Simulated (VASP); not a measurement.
# InSb (P6_3/mmc) in VASP: further runs, part 2 of 2

VASP 6.6.1.

### Step 3. Relaxation of cell and atoms, r2SCAN

This run uses another cell than the first one, of 35.17 Å³/atom.

POSCAR reads:

```
InSb
1.0
    5.1088967595      0.0000000000      0.0000000000
   -2.5544483798      4.4244343790      0.0000000000
    0.0000000000      0.0000000000      6.2237853206
In Sb
2 2
Direct
    0.3333333333      0.6666666667      0.2500000000
    0.6666666667      0.3333333333      0.7500000000
    0.6666666667      0.3333333333      0.2500000000
    0.3333333333      0.6666666667      0.7500000000
```

INCAR.step1 reads:

```
SYSTEM = InSb
  ALGO = Normal
  EDIFF = 1E-4
  ENCUT = 600
  GGA = PE
  ISMEAR = -1
  LASPH = .True.
  LCHARG = .False.
  LREAL = .False.
  LWAVE = .True.
  NELM = 80
  PREC = Accurate
  SIGMA = 0.02
```

INCAR.step2 reads:

```
SYSTEM = InSb
  ALGO = Normal
  EDIFF = 1E-7
  EDIFFG = -0.005
  ENCUT = 600
  IBRION = 2
  ISIF = 3
  ISMEAR = -1
  ISTART = 1
  LASPH = .True.
  LCHARG = .False.
  LMIXTAU = .True.
  LREAL = .False.
  LWAVE = .False.
  METAGGA = R2SCAN
  NELM = 80
  NSW = 80
  PREC = Accurate
  SIGMA = 0.02
```

KPOINTS reads:

```
k-points
0
Gamma
  6 6 4
  0 0 0
```

Potentials or basis: VASP PAW PBE potentials, release 64 (In_d, Sb).

Command:

```sh
cat potpaw_PBE.64/In_d/POTCAR potpaw_PBE.64/Sb/POTCAR > POTCAR
cp INCAR.step1 INCAR
mpirun -np 1 vasp_std > vasp.out
cp INCAR.step2 INCAR
mpirun -np 1 vasp_std > vasp.out
```

OUTCAR:

```text
SYSTEM = InSb
   EDIFF = 1E-7
   EDIFFG = -0.005
   ENCUT = 600
   IBRION = 2
   ISIF = 3
   ISMEAR = -1
   ISTART = 1
   LASPH = .True.
   LREAL = .False.
   METAGGA = R2SCAN
   NELM = 80
   NSW = 80
   PREC = Accurate

 ion  position               nearest neighbor table
   1  0.333  0.667  0.250-   3 2.95   3 2.95   3 2.95   4 3.11   4 3.11
   2  0.667  0.333  0.750-   4 2.95   4 2.95   4 2.95   3 3.11   3 3.11
   3  0.667  0.333  0.250-   1 2.95   1 2.95   1 2.95   2 3.11   2 3.11
   4  0.333  0.667  0.750-   2 2.95   2 2.95   2 2.95   1 3.11   1 3.11

  LATTYP: Found a hexagonal cell.
 ALAT       =     5.1088967595
 C/A-ratio  =     1.2182249150

  Lattice vectors:

 A1 = (   5.1088967595,   0.0000000000,   0.0000000000)
 A2 = (  -2.5544483798,   4.4244343790,   0.0000000000)
 A3 = (   0.0000000000,   0.0000000000,   6.2237853206)

Analysis of symmetry for initial positions (statically):
=====================================================================
 Subroutine PRICEL returns:
 Original cell was already a primitive cell.

 Routine SETGRP: Setting up the symmetry group for a
 hexagonal supercell.

 Subroutine GETGRP returns: Found 24 space group operations
 (whereof 12 operations were pure point group operations)
 out of a pool of 24 trial point group operations.

The static configuration has the point symmetry D_3d.
[... 146 lines left out ...]
 conjugate gradient relaxation of ions
 non-spin polarized calculation
  energy-cutoff  :      600.00
  volume of cell :      140.68
 maximum number of plane-waves:      4720
 NGX is ok and might be reduce to    42
   NGX = 21   NGY = 21   NGZ = 25

--------------------------------------- Ionic step        1  -------------------------------------------

 number of electron      36.0000006 magnetization

 Free energy of the ion-electron system (eV)
  ---------------------------------------------------
  ext. energy  EPLUGINS =         0.00000000
  ---------------------------------------------------
  free energy    TOTEN  =       -96.47364136 eV

  energy without entropy =      -96.46633209  energy(sigma->0) =      -96.46998673

 E-fermi :   4.6014     XC(G=0):  -9.1394

 val. band max:        4.5983348775   @ k =   0.1667   0.1667   0.0000
 cond. band min:       4.6076604303   @ k =   0.1667   0.1667   0.2500
 fundamental gap:      0.0093255527
 Fermi energy:         4.6013695976

 k-point     1 :       0.0000    0.0000    0.0000
  band No.  band energies     occupation
      1     -10.5200      2.00000
      2     -10.4087      2.00000
      3     -10.4087      2.00000
      4     -10.4076      2.00000
      5     -10.4076      2.00000
      6     -10.4035      2.00000
[... 741 lines left out ...]
--------------------------------------- Ionic step        7  -------------------------------------------

 number of electron      36.0000000 magnetization

 Free energy of the ion-electron system (eV)
  ---------------------------------------------------
  ext. energy  EPLUGINS =         0.00000000
  ---------------------------------------------------
  free energy    TOTEN  =       -96.49494474 eV

  energy without entropy =      -96.48800505  energy(sigma->0) =      -96.49147490

 E-fermi :   4.9569     XC(G=0):  -9.2885

 val. band max:        4.9466253729   @ k =   0.1667   0.1667   0.2500
 cond. band min:       4.9660856562   @ k =   0.0000   0.0000   0.0000
 fundamental gap:      0.0194602833
 Fermi energy:         4.9568845143

 k-point     1 :       0.0000    0.0000    0.0000
  band No.  band energies     occupation
      1     -10.2534      2.00000
      2     -10.1384      2.00000
      3     -10.1384      2.00000
      4     -10.1373      2.00000
      5     -10.1373      2.00000
      6     -10.1244      2.00000
[... 545 lines left out ...]
  FREE ENERGIE OF THE ION-ELECTRON SYSTEM (eV)
  ---------------------------------------------------
  free  energy   TOTEN  =       -96.4949447383 eV

  energy  without entropy=      -96.4880050522  energy(sigma->0) =      -96.49147490

 reached required accuracy - stopping structural energy minimisation
```

It took 49 min on 1 thread of Intel Xeon 8259CL, shared host; peak memory 0.38 GiB.

Results:

```yaml
Free_energy: -96.4949 eV
Relaxed_volume: 34.04 Å³/atom
Relaxed_cell: a = 5.032 Å, b = 5.032 Å, c = 6.209 Å, α = 90.00°, β = 90.00°, γ = 120.00°
Space_group_after_relaxing_to_0.1_Å: P6_3/mmc (No. 194)
Energy_gained_by_relaxing: 5.3 meV/atom
Ionic_steps: 7
Pressure_after_relaxing: 0.0 GPa
Band_gap_on_the_k_mesh: zero (bands 18 and 19 overlap by 1.10 eV)
```

The path:
| step | energy change (eV) | largest force (eV/Å) | pressure (GPa) | volume (Å³) |
| --- | --- | --- | --- | --- |
| 1 | 0.0000 | 0.0000 | -1.27 | 140.68 |
| 2 | -0.0192 | 0.0000 | 0.35 | 135.07 |
| 3 | -0.0200 | 0.0000 | 0.06 | 136.00 |
| 4 | -0.0212 | 0.0000 | 0.04 | 136.01 |
| 5 | -0.0213 | 0.0000 | 0.03 | 136.01 |
| 6 | -0.0213 | 0.0000 | 0.03 | 136.01 |
| 7 | -0.0213 | 0.0000 | 0.00 | 136.15 |

Final structure:
```
In Sb
1.0
     5.03201    0.00000    0.00000
    -2.51601    4.35785    0.00000
     0.00000    0.00000    6.20886
In Sb
2 2
Cartesian
  0.0000 2.9052 1.5522
  2.5160 1.4526 4.6566
  2.5160 1.4526 1.5522
  0.0000 2.9052 4.6566
```

Caveat: the PAW data sets were made with another functional, which shifts forces and pressure a little; spin-orbit coupling is left out, which moves the levels of the heavy elements.
